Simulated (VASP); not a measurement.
Rh, 1 atom in the cell. Symmetry: I4/mmm, No. 139, tetragonal system. The conventional cell has a = 2.729 Å, b = 2.729 Å, c = 3.572 Å, α = 90.00°, β = 90.00°, γ = 90.00°. Rh (site symmetry 4/mmm) has 12 Rh at 2.63 to 2.73 Å within 3.5 Å.  This cell differs from its parent crystal: volume 13.297 Å^3 an atom, c/a of the conventional cell 0.9257.

```yaml
Program: VASP 6.6.1
Task: single point
Functional: PBE
Potentials_or_basis: VASP PAW PBE potentials, release 64 (Rh_pv)
Cutoff: 520 eV
k_mesh: 22 × 22 × 22
Occupations: gaussian, width 0.15 eV
Spin: no spin polarisation
Dipole_correction: no
Further_INCAR_settings: ALGO = Fast; EDIFF = 1e-06; NBANDS = 14
```

Potentials or basis: VASP PAW PBE potentials, release 64 (Rh_pv).

The run is started by

```sh
$ cat potpaw_PBE.64/Rh_pv/POTCAR > POTCAR
$ mpirun -np 1 vasp_std > vasp.out
```

Hardware: 1 thread of Intel(R) Xeon(R) 6975P-C (Granite Rapids), on a shared host.

Problem. How long does it take, and how much memory?

Solution. Run time: 52 s on 1 thread of Intel(R) Xeon(R) 6975P-C (Granite Rapids), with other jobs on the host, peak memory 0.24 GiB. Counts: scf iterations 12, k points 834.
